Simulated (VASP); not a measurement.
La2O3 (kscan), 5 atoms in the cell. The structure is trigonal, space group P-3m1 (No. 164). Conventional cell: a = 3.931 Å, b = 3.931 Å, c = 6.112 Å, α = 90.00°, β = 90.00°, γ = 120.00°. La (site symmetry 3m) has 7 O at 2.36 to 2.72 Å within 3.1 Å. Within 3.1 Å of O (site symmetry 3m) lie 4 La at 2.36 to 2.44 Å and 3 O at 2.89 Å. Within 3.6 Å of O (site symmetry -3m) lie 6 La at 2.72 Å and 6 O at 3.14 Å. 

| Quantity | Value |
| --- | --- |
| Program | VASP 6.6.1 |
| Task | single point |
| Functional | r2SCAN |
| Potentials or basis | VASP PAW PBE potentials, release 64 (La, O) |
| Cutoff | 520 eV |
| k mesh | 6 × 6 × 4 |
| Occupations | gaussian, width 0.1 eV |
| Spin | no spin polarisation |
| Dipole correction | no |
| Further INCAR settings | ALGO = Normal; EDIFF = 1e-06; NBANDS = 28 |

Potentials or basis: VASP PAW PBE potentials, release 64 (La, O).

Command:

```sh
$ cat potpaw_PBE.64/La/POTCAR potpaw_PBE.64/O/POTCAR > POTCAR
$ cp INCAR.step1 INCAR
$ mpirun -np 1 vasp_std > vasp.out
$ cp INCAR.step2 INCAR
$ mpirun -np 1 vasp_std > vasp.out
```

Hardware: 1 thread of AMD EPYC 7R43 64-Core Processor (Zen 3) (shared host).

Question: Estimate the wall time of this run.

Answer: It took 6.7 min on 1 thread of AMD EPYC 7R43 64-Core Processor (Zen 3), on a shared host, peak memory 0.21 GiB. Counts: k points 24.
